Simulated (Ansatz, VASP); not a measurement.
# Two plane-wave programs on CsTlH4

```
Cs Tl H
1.0
     4.34060    0.00000    0.00000
     0.00000    4.34060    0.00000
     0.00000    0.00000    5.52114
Cs Tl H
1 1 4
Cartesian
  2.1703 2.1703 2.7606
  0.0000 0.0000 0.0000
  0.0000 0.0000 3.1998
  2.1703 0.0000 0.0000
  0.0000 2.1703 0.0000
  0.0000 0.0000 2.3213
```

Alike in both runs: task relaxation of cell and atoms; functional PBE; k mesh 10 × 10 × 8; occupations gaussian, width 0.1 eV; no spin polarisation.

```csv
,VASP,Ansatz
version,VASP 6.6.1,Ansatz 0.2.0
potentials or method,"VASP PAW PBE potentials, release 64 (Cs_sv, Tl_d, H), cutoff 600 eV","scalar-relativistic, plane waves, PAW"
valence electrons in the cell,26,26
```

Ansatz gave:

| Item | Value |
| --- | --- |
| gap on the k mesh at the Fermi level, each at its own relaxed structure (eV) | none |
| relaxed volume (Å³/atom) | 17.72 |
| relaxed length of the cell vector where the two differ most in proportion (Å) | 4.437 |

**Question.** Which values does VASP return?

**Answer.** gap on the k mesh at the Fermi level, each at its own relaxed structure (eV): none; relaxed volume (Å³/atom): 17.80; relaxed length of the cell vector where the two differ most in proportion (Å): 4.446.

A gap of «none» marks a metal or a gap that the smearing closes.

Neither program's run includes spin-orbit coupling.
